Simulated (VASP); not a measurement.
# SiRu (P2_13) in VASP: relaxation of cell and atoms with r2SCAN

Aim: the relaxation of cell and atoms of SiRu with r2SCAN.

All numbers are computed with VASP 6.6.1; they aren't measurements. Logs are shortened: lines on timing, memory, paths and dates and some standing lists are left out, and cuts for length are marked.

**1. The cell of the first run**

It takes space group P2_13 (No. 198, cubic). The conventional cell has a = 4.736 Å, b = 4.736 Å, c = 4.736 Å, α = 90.00°, β = 90.00°, γ = 90.00°. Si (site symmetry 3) has 7 Ru at 2.39 to 2.72 Å and 6 Si at 2.94 Å within 3.2 Å. Within 3.2 Å of Ru (site symmetry 3) lie 7 Si at 2.39 to 2.72 Å and 6 Ru at 2.90 Å.

**2. Relaxation of cell and atoms, r2SCAN**

POSCAR reads:

```
SiRu
1.0
    4.7358874392      0.0000000000      0.0000000000
    0.0000000000      4.7358874392      0.0000000000
    0.0000000000      0.0000000000      4.7358874392
Si Ru
4 4
Direct
    0.1624433200      0.3375566800      0.6624433200
    0.3375566800      0.6624433200      0.1624433200
    0.6624433200      0.1624433200      0.3375566800
    0.8375566800      0.8375566800      0.8375566800
    0.8707818181      0.6292181819      0.3707818181
    0.6292181819      0.3707818181      0.8707818181
    0.3707818181      0.8707818181      0.6292181819
    0.1292181819      0.1292181819      0.1292181819
```

INCAR.step1 reads:

```
ALGO = Normal
EDIFF = 1E-5
EDIFFG = -0.005
ENCUT = 550
GGA = PE
GGA_COMPAT = False
IBRION = 2
ISIF = 3
ISMEAR = -1
LASPH = True
LCHARG = False
LREAL = False
LWAVE = True
NELM = 120
NELMIN = 4
NSW = 100
PREC = Accurate
SIGMA = 0.02
```

INCAR.step2 reads:

```
ALGO = Normal
EDIFF = 1E-7
EDIFFG = -0.005
ENCUT = 550
GGA_COMPAT = False
IBRION = 2
ISIF = 3
ISMEAR = -1
ISTART = 1
LASPH = True
LCHARG = False
LMIXTAU = True
LREAL = False
LWAVE = False
METAGGA = R2SCAN
NELM = 120
NELMIN = 4
NSW = 80
PREC = Accurate
SIGMA = 0.02
```

KPOINTS reads:

```
k-points
0
Gamma
  6 6 6
```

Potentials or basis: VASP PAW PBE potentials, release 64 (Si, Ru_pv).

Started as:

```sh
$ cat potpaw_PBE.64/Si/POTCAR potpaw_PBE.64/Ru_pv/POTCAR > POTCAR
$ cp INCAR.step1 INCAR
$ mpirun -np 1 vasp_std > vasp.out
$ cp INCAR.step2 INCAR
$ mpirun -np 1 vasp_std > vasp.out
```

OUTCAR:

```text
EDIFF = 1E-7
   EDIFFG = -0.005
   ENCUT = 550
   IBRION = 2
   ISIF = 3
   ISMEAR = -1
   ISTART = 1
   LASPH = True
   LREAL = False
   METAGGA = R2SCAN
   NELM = 120
   NELMIN = 4
   NSW = 80
   PREC = Accurate

 ion  position               nearest neighbor table
   1  0.162  0.338  0.662-   5 2.39   6 2.43   7 2.43   8 2.43   7 2.72   8 2.72   6 2.72   2 2.94
                             2 2.94   3 2.94   4 2.94   3 2.94   4 2.94
   2  0.338  0.662  0.162-   6 2.39   5 2.43   7 2.43   8 2.43   5 2.72   7 2.72   8 2.72   1 2.94
                             1 2.94   3 2.94   3 2.94   4 2.94   4 2.94
   3  0.662  0.162  0.338-   7 2.39   6 2.43   5 2.43   8 2.43   6 2.72   5 2.72   8 2.72   1 2.94
                             4 2.94   2 2.94   2 2.94   1 2.94   4 2.94
   4  0.838  0.838  0.838-   8 2.39   6 2.43   7 2.43   5 2.43   6 2.72   5 2.72   7 2.72   2 2.94
                             3 2.94   1 2.94   3 2.94   1 2.94   2 2.94
   5  0.871  0.629  0.371-   1 2.39   2 2.43   3 2.43   4 2.43   3 2.72   4 2.72   2 2.72   7 2.90
                             7 2.90   6 2.90   8 2.90   8 2.90   6 2.90
   6  0.629  0.371  0.871-   2 2.39   1 2.43   3 2.43   4 2.43   1 2.72   3 2.72   4 2.72   8 2.90
                             8 2.90   5 2.90   5 2.90   7 2.90   7 2.90
   7  0.371  0.871  0.629-   3 2.39   2 2.43   1 2.43   4 2.43   2 2.72   1 2.72   4 2.72   5 2.90
                             5 2.90   6 2.90   6 2.90   8 2.90   8 2.90
   8  0.129  0.129  0.129-   4 2.39   2 2.43   3 2.43   1 2.43   2 2.72   1 2.72   3 2.72   6 2.90
                             6 2.90   7 2.90   7 2.90   5 2.90   5 2.90

  LATTYP: Found a simple cubic cell.
 ALAT       =     4.7358874392

  Lattice vectors:

 A1 = (   4.7358874392,   0.0000000000,   0.0000000000)
 A2 = (   0.0000000000,   4.7358874392,   0.0000000000)
 A3 = (   0.0000000000,   0.0000000000,   4.7358874392)

Analysis of symmetry for initial positions (statically):
=====================================================================
 Subroutine PRICEL returns:
 Original cell was already a primitive cell.

 Routine SETGRP: Setting up the symmetry group for a
 simple cubic supercell.

 Subroutine GETGRP returns: Found 12 space group operations
 (whereof  3 operations were pure point group operations)
 out of a pool of 48 trial point group operations.

The static configuration has the point symmetry C_3 .
 The point group associated with its full space group is T   .

Analysis of symmetry for dynamics (positions and initial velocities):
=====================================================================
 Subroutine PRICEL returns:
 Original cell was already a primitive cell.

 Routine SETGRP: Setting up the symmetry group for a
 simple cubic supercell.

 Subroutine GETGRP returns: Found 12 space group operations
 (whereof  3 operations were pure point group operations)
 out of a pool of 48 trial point group operations.

The dynamic configuration has the point symmetry C_3 .
 The point group associated with its full space group is T   .

 Subroutine INISYM returns: Found 12 space group operations
 (whereof  3 operations are pure point group operations),
 and found     1 'primitive' translations

----------------------------------------------------------------------------------------

                                     Primitive cell

  volume of cell :     106.2195

  direct lattice vectors                    reciprocal lattice vectors
     4.735887439  0.000000000  0.000000000     0.211153667  0.000000000  0.000000000
     0.000000000  4.735887439  0.000000000     0.000000000  0.211153667  0.000000000
     0.000000000  0.000000000  4.735887439     0.000000000  0.000000000  0.211153667

  length of vectors
     4.735887439  4.735887439  4.735887439     0.211153667  0.211153667  0.211153667

  position of ions in fractional coordinates (direct lattice)
     0.162443320  0.337556680  0.662443320
     0.337556680  0.662443320  0.162443320
     0.662443320  0.162443320  0.337556680
     0.837556680  0.837556680  0.837556680
     0.870781818  0.629218182  0.370781818
     0.629218182  0.370781818  0.870781818
     0.370781818  0.870781818  0.629218182
     0.129218182  0.129218182  0.129218182

  ion indices of the primitive-cell ions
   primitive index   ion index
                 1           1
                 2           2
                 3           3
                 4           4
                 5           5
                 6           6
                 7           7
                 8           8

----------------------------------------------------------------------------------------

 KPOINTS: k-points

Automatic generation of k-mesh.
 Grid dimensions read from file:
 generate k-points for:    6    6    6

 Generating k-lattice:

  Cartesian coordinates                     Fractional coordinates (reciprocal lattice)
     0.035192278  0.000000000  0.000000000     0.166666667  0.000000000  0.000000000
     0.000000000  0.035192278  0.000000000     0.000000000  0.166666667  0.000000000
     0.000000000  0.000000000  0.035192278     0.000000000  0.000000000  0.166666667

  Length of vectors
     0.035192278  0.035192278  0.035192278

  Shift w.r.t. Gamma in fractional coordinates (k-lattice)
     0.000000000  0.000000000  0.000000000

 Subroutine IBZKPT returns following result:
 ===========================================

 Found     24 irreducible k-points:

 Following reciprocal coordinates:
            Coordinates               Weight
  0.000000  0.000000  0.000000      1.000000
  0.166667  0.000000  0.000000      6.000000
  0.333333  0.000000  0.000000      6.000000
  0.500000  0.000000  0.000000      3.000000
  0.166667  0.166667  0.000000     12.000000
  0.333333  0.166667  0.000000     12.000000
[... 16 lines left out ...]
  0.500000  0.500000  0.333333      6.000000
  0.500000  0.500000  0.500000      1.000000
   k-points           NKPTS =     24   k-points in BZ     NKDIM =     24   number of bands    NBANDS=     43
   number of dos      NEDOS =    301   number of ions     NIONS =      8
   total plane-waves  NPLWV =  46656
   dimension x,y,z NGX =    36 NGY =   36 NGZ =   36
   dimension x,y,z NGXF=    72 NGYF=   72 NGZF=   72
   ions per type =               4   4
   NGX,Y,Z   is equivalent  to a cutoff of  12.64, 12.64, 12.64 a.u.
   NGXF,Y,Z  is equivalent  to a cutoff of  25.27, 25.27, 25.27 a.u.
 SYSTEM =  unknown system
   PREC   = accura    normal or accurate (medium, high low for compatibility)
   ISTART =      1    job   : 0-new  1-cont  2-samecut
   ICHARG =      0    charge: 1-file 2-atom 10-const
   ISPIN  =      1    spin polarized calculation?
   LNONCOLLINEAR =      F non collinear calculations
   LSORBIT =      F    spin-orbit coupling
   LASPH  =      T    aspherical Exc in radial PAW
   ENCUT  =  550.0 eV  40.42 Ry    6.36 a.u.   9.06  9.06  9.06*2*pi/ulx,y,z
   NELM   =    120;   NELMIN=  4; NELMDL=  0     # of ELM steps
   EDIFF  = 0.1E-06   stopping-criterion for ELM
   LREAL  =      F    real-space projection
   EDIFFG = -.5E-02   stopping-criterion for IOM
   NSW    =     80    number of steps for IOM
   IBRION =      2    ionic relax: 0-MD 1-quasi-New 2-CG
   NFREE  =      1    steps in history (QN), initial steepest desc. (CG)
   ISIF   =      3    stress and relaxation
   ISYM   =      2    0-nonsym 1-usesym 2-fastsym
   POTIM  = 0.5000    time-step for ionic-motion
   TEBEG  =    0.0;   TEEND  =   0.0 temperature during run
   PSTRESS=    0.0 pullay stress
   NELECT =      72.0000    total number of electrons
   NUPDOWN=      -1.0000    fix difference up-down
   EMIN   =  10.00;   EMAX   =-10.00  energy-range for DOS
   EFERMI =   0.00;   METHOD = LEGACY
   ISMEAR =    -1;   SIGMA  =   0.02  broadening in eV -4-tet -1-fermi 0-gaus
   EFERMI_NEDOS =   21; number of points for ismear=-14 and -15
   IALGO  =     38    algorithm
   IMIX   =      4    mixing-type and parameters
     AMIX     =   0.40;   BMIX     =  1.00
     AMIX_MAG =   1.60;   BMIX_MAG =  1.00
  volume/ion in A,a.u.               =      13.28        89.60
  Fermi-wavevector in a.u.,A,eV,Ry     =   1.438084  2.717585 28.138017  2.068086
  Thomas-Fermi vector in A             =   2.557090
   LORBIT       =      0    0 simple, 1 ext, 2 COOP (PROOUT), +10 PAW based schemes
   METAGGA = R2SCAN    functional components
   LHFCALC =     F    Hartree Fock is set to
   AEXX    =    0.0000 exact exchange contribution
   IVDW    =     0    specifies the selected vdW correction
   LEPSILON=     F    determine dielectric tensor
   LRPA    =     F    only Hartree local field effects (RPA)
 conjugate gradient relaxation of ions
 non-spin polarized calculation
  energy-cutoff  :      550.00
  volume of cell :      106.22
 maximum number of plane-waves:      3136
   NGX = 19   NGY = 19   NGZ = 19

--------------------------------------- Ionic step        1  -------------------------------------------

 number of electron      72.0000012 magnetization

 Free energy of the ion-electron system (eV)
  ---------------------------------------------------
  ext. energy  EPLUGINS =         0.00000000
  ---------------------------------------------------
  free energy    TOTEN  =      -142.00827898 eV

  energy without entropy =     -142.00825888  energy(sigma->0) =     -142.00826893

------------------------ aborting loop because EDIFF is reached ----------------------------------------

  FORCE on cell =-STRESS in cart. coord.  units (eV):
  Direction    XX          YY          ZZ          XY          YZ          ZX
  --------------------------------------------------------------------------------------
  -------------------------------------------------------------------------------------
  Total       -2.8160191     -2.8160191     -2.8160191      0.0000000     -0.0000000      0.0000000
  in kB      -42.4758482    -42.4758482    -42.4758482      0.0000000     -0.0000000      0.0000000
  external PRESSURE =     -42.4758482 kB  Pullay stress =       0.0000000 kB
[... 195 lines left out ...]
  energy  without entropy=     -142.0321536197  energy(sigma->0) =     -142.03216238

--------------------------------------- Ionic step        6  -------------------------------------------

 number of electron      72.0000013 magnetization

 Free energy of the ion-electron system (eV)
  ---------------------------------------------------
  ext. energy  EPLUGINS =         0.00000000
  ---------------------------------------------------
  free energy    TOTEN  =      -142.03226073 eV

  energy without entropy =     -142.03224321  energy(sigma->0) =     -142.03225197

 E-fermi :  12.3239     XC(G=0): -13.9713

 val. band max:       12.1558175359   @ k =   0.1667   0.0000   0.0000
 cond. band min:      12.5033479422   @ k =  -0.1667   0.3333   0.0000
 fundamental gap:      0.3475304063
 Fermi energy:        12.3239200548

 k-point     1 :       0.0000    0.0000    0.0000
  band No.  band energies     occupation
      1     -32.1364      2.00000
      2     -32.1364      2.00000
      3     -32.1364      2.00000
      4     -31.9551      2.00000
      5     -31.9551      2.00000
      6     -31.9551      2.00000
[... 1128 lines left out ...]
  FREE ENERGIE OF THE ION-ELECTRON SYSTEM (eV)
  ---------------------------------------------------
  free  energy   TOTEN  =      -142.0322607350 eV

  energy  without entropy=     -142.0322432068  energy(sigma->0) =     -142.03225197

 reached required accuracy - stopping structural energy minimisation
```

Run time: 12 min. Hardware: 1 thread of Intel Xeon 6975P-C (Granite Rapids), shared host; peak memory 0.28 GiB.

What came out:

| Item | Value |
| --- | --- |
| Free energy | -142.0323 eV |
| Relaxed volume | 13.05 Å³/atom |
| Relaxed cell | a = 4.709 Å, b = 4.709 Å, c = 4.709 Å, α = 90.00°, β = 90.00°, γ = 90.00° |
| Space group after relaxing (to 0.1 Å) | P2_13 (No. 198) |
| Energy gained by relaxing | 3.0 meV/atom |
| Ionic steps | 6 |
| Pressure after relaxing | 0.0 GPa |
| Band gap on the k mesh | 0.35 eV (least direct gap 0.41 eV) |

The path:
| step | energy change (eV) | largest force (eV/Å) | pressure (GPa) | volume (Å³) |
| --- | --- | --- | --- | --- |
| 1 | 0.0000 | 0.1011 | -4.25 | 106.22 |
| 2 | 0.0886 | 0.3274 | 10.11 | 100.90 |
| 3 | -0.0238 | 0.0260 | -0.06 | 104.51 |
| 4 | -0.0238 | 0.0286 | 0.02 | 104.47 |
| 5 | -0.0239 | 0.0194 | 0.03 | 104.45 |
| 6 | -0.0240 | 0.0013 | 0.05 | 104.39 |

Final structure:
```yaml
crystal:
  lattice:
    - [4.70859, 0.00000, 0.00000]
    - [0.00000, 4.70859, 0.00000]
    - [0.00000, 0.00000, 4.70859]
  atoms:
    - { symbol: Si, position: [0.16241, 0.33759, 0.66241] }
    - { symbol: Si, position: [0.33759, 0.66241, 0.16241] }
    - { symbol: Si, position: [0.66241, 0.16241, 0.33759] }
    - { symbol: Si, position: [0.83759, 0.83759, 0.83759] }
    - { symbol: Ru, position: [0.87055, 0.62945, 0.37055] }
    - { symbol: Ru, position: [0.62945, 0.37055, 0.87055] }
    - { symbol: Ru, position: [0.37055, 0.87055, 0.62945] }
    - { symbol: Ru, position: [0.12945, 0.12945, 0.12945] }
```

Levels at points of the mesh, in eV from the valence-band top:
| k point | band 33 | band 34 | band 35 | band 36 | band 37 | band 38 | band 39 | band 40 |
| --- | --- | --- | --- | --- | --- | --- | --- | --- |
| (0.00, 0.00, 0.00) | -0.50 | -0.50 | -0.32 | -0.32 | 1.21 | 1.21 | 1.21 | 3.47 |
| (0.50, 0.00, 0.00) | -0.94 | -0.94 | -0.11 | -0.11 | 0.42 | 0.42 | 2.53 | 2.53 |
| (0.50, 0.50, 0.00) | -1.71 | -1.71 | -0.88 | -0.88 | 1.18 | 1.18 | 1.74 | 1.74 |
| (0.50, 0.50, 0.50) | -1.12 | -1.12 | -1.12 | -1.12 | 0.86 | 0.86 | 0.86 | 0.86 |

Caveat: the PAW data sets were made with another functional, which shifts forces and pressure a little.
